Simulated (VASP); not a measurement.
Here is a VASP 6.6.1 calculation.

File INCAR:

```
SYSTEM = I
PREC     = Accurate       ! precision mode
ENCUT    = 520            ! plane-wave cutoff, eV
EDIFF    = 1E-7           ! SCF threshold, eV
ISMEAR   = -1             ! smearing method
SIGMA    = 0.05           ! smearing width, eV
LREAL    = .False.        ! projectors in reciprocal space
LASPH    = .True.         ! aspherical terms in the spheres
NELM     = 100            ! most SCF steps
ALGO     = Normal         ! electronic algorithm
ISIF     = 2              ! what is computed and relaxed
LWAVE    = .False.        ! write WAVECAR
LCHARG   = .True.         ! write CHGCAR
GGA      = PS             ! functional
LELF     = .True.         ! ELF
LVHAR    = .True.       
NBANDS   = 10             ! bands
```

The input KPOINTS:

```
Automatic mesh
0
Gamma
  9 9 9
  0 0 0
```

The input POSCAR:

```
I
1.0
    0.0000000000      2.3060547953      3.7231381703
    2.1786436672      0.0000000000      3.7231381703
    2.1786436672      2.3060547953      0.0000000000
I
1
Direct
    0.0000000000      0.0000000000      0.0000000000
```

Potentials or basis: VASP PAW PBE potentials, release 64 (I).

The run is started by

```bash
$ cat potpaw_PBE.64/I/POTCAR > POTCAR
$ mpirun -np 1 vasp_std > vasp.out
```

Question: What does it give for the band gap on the k mesh?

Answer: Zero (an odd number of electrons rules out a gap without spin polarisation).

Question: What does it give for the pressure?

Answer: 0.0 GPa.

Caveat: the PAW data sets were made with another functional, which shifts forces and pressure a little; spin-orbit coupling is left out, which moves the levels of the heavy elements; an odd number of electrons without spin polarisation forces a metal; a magnetic or distorted state may lie lower.
